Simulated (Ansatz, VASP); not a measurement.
Given: the input of a run of VASP 6.6.1 on HfO2.

Contents of INCAR:

```
SYSTEM = HfO2
PREC     = Accurate       ! precision mode
ENCUT    = 520            ! plane-wave cutoff, eV
EDIFF    = 1E-6           ! SCF threshold, eV
ISMEAR   = -1             ! smearing method
SIGMA    = 0.05           ! smearing width, eV
LREAL    = .FALSE.        ! projectors in reciprocal space
LASPH    = .TRUE.         ! aspherical terms in the spheres
NELM     = 60             ! most SCF steps
ALGO     = Normal         ! electronic algorithm
ISIF     = 2              ! what is computed and relaxed
LWAVE    = .FALSE.        ! write WAVECAR
LCHARG   = .TRUE.         ! write CHGCAR
GGA      = PE             ! functional
LELF     = .TRUE.         ! ELF
LVHAR    = .TRUE.       
NBANDS   = 18             ! bands
```

File KPOINTS:

```
regular mesh
0
G
  9 9 9
  0 0 0
```

POSCAR

```
HfO2
1.0
    0.0000000000      2.5229349520      2.5229349520
    2.5229349520      0.0000000000      2.5229349520
    2.5229349520      2.5229349520      0.0000000000
Hf O
1 2
Direct
    0.0000000000      0.0000000000      0.0000000000
    0.7500000000      0.7500000000      0.7500000000
    0.2500000000      0.2500000000      0.2500000000
```

Potentials or basis: VASP PAW PBE potentials, release 64 (Hf_pv, O).

Run with:

```bash
$ cat potpaw_PBE.64/Hf_pv/POTCAR potpaw_PBE.64/O/POTCAR > POTCAR
$ mpirun -np 1 vasp_std > vasp.out
```

Question: Set up the same calculation for Ansatz 0.2.0. Potentials there: all-electron LAPW, scalar-relativistic.

Answer: As run (the cutoff follows the program's own potentials):

The input input.yaml:

```yaml
crystal:
  lattice:
    - [0.0, 2.522934952, 2.522934952]
    - [2.522934952, 0.0, 2.522934952]
    - [2.522934952, 2.522934952, 0.0]
  atoms:
    - { symbol: Hf, position: [0.0, 0.0, 0.0] }
    - { symbol: O, position: [0.75, 0.75, 0.75] }
    - { symbol: O, position: [0.25, 0.25, 0.25] }
kpoints:
  mp_grid: { grid: [9, 9, 9] }
scf:
  occupations: { method: fermi_dirac, width: 0.05 }
hamiltonian:
  xc: pbe
  pseudopotentials: { kind: all_electron, lapw: { basis_error: 0.001 } }
output:
  forces: true
  stress: true
  eigenvalues: true
```

Potentials or basis: all-electron LAPW, scalar-relativistic.

Run with:

```bash
$ ansatz run input.yaml --threads 2 --pin off --max-ram 5120MiB --backend cpu --events-out ev --progress --plain --runs-dir out
```

Both were run:

|  | VASP | Ansatz | Ansatz less VASP |
| --- | --- | --- | --- |
| gap on the k mesh at the Fermi level (eV) | 3.95 | 3.93 | -0.026 |
| least direct gap on the mesh (eV) | 4.07 | 4.04 | -0.026 |
| pressure (GPa) | 4.1 | 8.0 | +3.93 |

Ansatz ran all-electron here, and VASP with PAW potentials.

Spin-orbit coupling is off throughout.
